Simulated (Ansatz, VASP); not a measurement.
**Two plane-wave programs on Re**

File INCAR:

```
ALGO     = Normal         # electronic algorithm
EDIFF    = 1E-7           # SCF threshold, eV
EDIFFG   = -0.04          # ionic threshold
ENCUT    = 560            # plane-wave cutoff, eV
GGA      = PE             # functional
GGA_COMPAT= False        
IBRION   = 2              # ionic algorithm
ISIF     = 3              # what is computed and relaxed
ISMEAR   = 0              # smearing method
LASPH    = True           # aspherical terms in the spheres
LCHARG   = False          # write CHGCAR
LREAL    = False          # projectors in reciprocal space
LWAVE    = False          # write WAVECAR
NELM     = 120            # most SCF steps
NELMIN   = 4            
NSW      = 90             # ionic steps
PREC     = Accurate       # precision mode
SIGMA    = 0.1            # smearing width, eV
```

Contents of KPOINTS:

```
k-points
0
Gamma
  4 4 4
```

File POSCAR:

```
Re
1.0
   -3.1988913854      3.1988913854      3.1988913854
    3.1988913854     -3.1988913854      3.1988913854
    3.1988913854      3.1988913854     -3.1988913854
Re
8
Direct
    0.2060000000      0.2060000000      0.2060000000
    0.5000000000      0.0000000000      0.2940000000
    0.2940000000      0.5000000000      0.0000000000
    0.0000000000      0.2940000000      0.5000000000
    0.7940000000      0.7940000000      0.7940000000
    0.5000000000      0.0000000000      0.7060000000
    0.7060000000      0.5000000000      0.0000000000
    0.0000000000      0.7060000000      0.5000000000
```

Input for Ansatz:

```yaml
crystal:
  lattice:
    - [-3.1988913854, 3.1988913854, 3.1988913854]
    - [3.1988913854, -3.1988913854, 3.1988913854]
    - [3.1988913854, 3.1988913854, -3.1988913854]
  atoms:
    - { symbol: Re, position: [0.206, 0.206, 0.206] }
    - { symbol: Re, position: [0.5, 0.0, 0.294] }
    - { symbol: Re, position: [0.294, 0.5, 0.0] }
    - { symbol: Re, position: [0.0, 0.294, 0.5] }
    - { symbol: Re, position: [0.794, 0.794, 0.794] }
    - { symbol: Re, position: [0.5, 0.0, 0.706] }
    - { symbol: Re, position: [0.706, 0.5, 0.0] }
    - { symbol: Re, position: [0.0, 0.706, 0.5] }
basis:
  ecutwfc: 420
kpoints:
  mp_grid: { grid: [4, 4, 4] }
hamiltonian:
  xc: pbe
scf:
  occupations: { method: gaussian, width: 0.1 }
  lower_state_search: "off"
output:
  forces: true
  stress: true
  eigenvalues: true
relax:
  adjacent_minimum: "off"
  f_tol: 0.04
  max_steps: 70
  cell: { stress_tol: 0.4 }
```

Alike in both runs: task relaxation of cell and atoms; functional PBE; k mesh 4 × 4 × 4; occupations gaussian, width 0.1 eV; no spin polarisation.

```csv
,VASP,Ansatz
version,VASP 6.6.1,Ansatz 0.2.0
potentials or method,"VASP PAW PBE potentials, release 64 (Re_sv_GW), cutoff 560 eV","scalar-relativistic, plane waves, PAW"
valence electrons in the cell,120,120
```

|  | VASP | Ansatz | Ansatz less VASP |
| --- | --- | --- | --- |
| gap on the k mesh at the Fermi level, each at its own relaxed structure (eV) | none | none | - |
| relaxed volume (Å³/atom) | 20.03 | 20.21 | +0.182 |
| relaxed length of the cell vector where the two differ most in proportion (Å) | 5.926 | 5.944 | +0.0179 |

A gap of «none» marks a metal or a gap that the smearing closes.

Spin-orbit coupling is off throughout. Noted on VASP's run: the volume moved by over 15 % at a fixed basis, so the end points are rough.
